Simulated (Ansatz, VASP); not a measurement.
One calculation of MnGa3, two programs

```
Ga Mn
1.0
     0.00000    3.17694    3.17694
     3.17694    0.00000    3.17694
     3.17694    3.17694    0.00000
Ga Mn
3 1
Direct
  0.25000 0.25000 0.25000
  0.75000 0.75000 0.75000
  0.50000 0.50000 0.50000
  0.00000 0.00000 0.00000
```

Alike in both runs: task single point; functional PBEsol; k mesh 12 × 12 × 12; occupations gaussian, width 0.1 eV; no spin polarisation.

|  | VASP | Ansatz |
| --- | --- | --- |
| version | VASP 6.6.1 | Ansatz 0.2.0 |
| potentials or method | VASP PAW PBE potentials, release 64 (Ga_d, Mn_pv), cutoff 520 eV | scalar-relativistic, plane waves, PAW |
| valence electrons in the cell | 52 | 54 |

|  | VASP | Ansatz | Ansatz less VASP |
| --- | --- | --- | --- |
| gap on the k mesh at the Fermi level (eV) | none | none | - |
| pressure (GPa) | -9.8 | -10.0 | -0.12 |

VASP's potentials were made for PBE, not for PBEsol. A gap of «none» marks a metal or a gap that the smearing closes. The functional is the same, so the differences come from potentials, cutoffs and numerics. VASP's potentials hold 52 valence electrons a cell and Ansatz's 54, so a difference there can come from the potentials and not from the codes.
